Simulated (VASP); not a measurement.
Input of a VASP 6.6.1 run:

File INCAR:

```
SYSTEM = LiH
PREC = Accurate
ENCUT = 520
EDIFF = 1E-6
ISMEAR = 0
SIGMA = 0.1
LREAL = .FALSE.
LASPH = .TRUE.
NELM = 80
ALGO = Normal
ISIF = 2
LWAVE = .FALSE.
LCHARG = .FALSE.
GGA = PE
NBANDS = 9
```

File KPOINTS:

```
Automatic mesh
0
G
  6 6 6
  0 0 0
```

POSCAR

```
LiH
1.0
    2.5892677400      0.0000000000      0.0000000000
    0.0000000000      2.5892677400      0.0000000000
    0.0000000000      0.0000000000      2.9172417500
Li H
1 1
Direct
    0.0000000000      0.0000000000      0.0000000000
    0.5000000000      0.5000000000      0.5000000000
```

Potentials or basis: VASP PAW PBE potentials, release 64 (Li_sv, H).

Launch:

```console
$ cat potpaw_PBE.64/Li_sv/POTCAR potpaw_PBE.64/H/POTCAR > POTCAR
$ mpirun -np 1 vasp_std > vasp.out
```

(1) What does it give for the band gap on the k mesh?

Answers

(1) zero (band 2 reaches 2.16 eV, above the bottom of band 3 at 2.02 eV).

Caveat: the k points lie up to 0.40 Å⁻¹ apart.
